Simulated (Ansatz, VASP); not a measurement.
C in VASP and in Ansatz

```xyz
12
Lattice="2.5205 0.0924 0.0924 -1.1803 2.1367 0.0338 0.4555 0.4555 12.4291" Properties=species:S:1:pos:R:3 pbc="T T T"
C     0.0851    0.0851    2.3225
C     0.3129    0.3129    8.5371
C     0.1426    0.1426    3.8921
C     0.3704    0.3704   10.1066
C     0.2906    1.6925    6.5260
C     1.2964    0.7833    0.3310
C     0.4994    1.9013   12.2243
C     1.5052    0.9921    6.0293
C     0.3472    1.7491    8.0713
C     1.3530    0.8399    1.8763
C     0.4428    1.8447   10.6790
C     1.4486    0.9355    4.4840
```

Change from the starting cell: equal engineering shear yz, xz and xy +0.0733, equal normal strain along x, y and z +0.0000.

Alike in both runs: task single point; functional PBE; k mesh 12 × 12 × 2; occupations gaussian, width 0.05 eV; no spin polarisation.

```csv
,VASP,Ansatz
version,VASP 6.6.1,Ansatz 0.2.0
potentials or method,"VASP PAW PBE potentials, release 64 (C), cutoff 520 eV","scalar-relativistic, plane waves, PAW"
valence electrons in the cell,48,48
```

Ansatz gave:

```
gap on the k mesh at the Fermi level (eV)                     : 3.01
least direct gap on the mesh (eV)                             : 3.60
pressure (GPa)                                                : 4.7
traceless stress, the component that is largest in VASP (GPa) : -38.99
rms of the force components (eV/Å)                            : 0.158
```

Problem. What did VASP give for the same quantities?

Solution. gap on the k mesh at the Fermi level (eV): 3.00; least direct gap on the mesh (eV): 3.60; pressure (GPa): 5.3; traceless stress, the component that is largest in VASP (GPa): -39.15; rms of the force components (eV/Å): 0.164.

Atom by atom the forces differ by 0.012 eV/Å (rms over components). With one functional, cell and mesh, what is left measures potentials, basis and numerics.
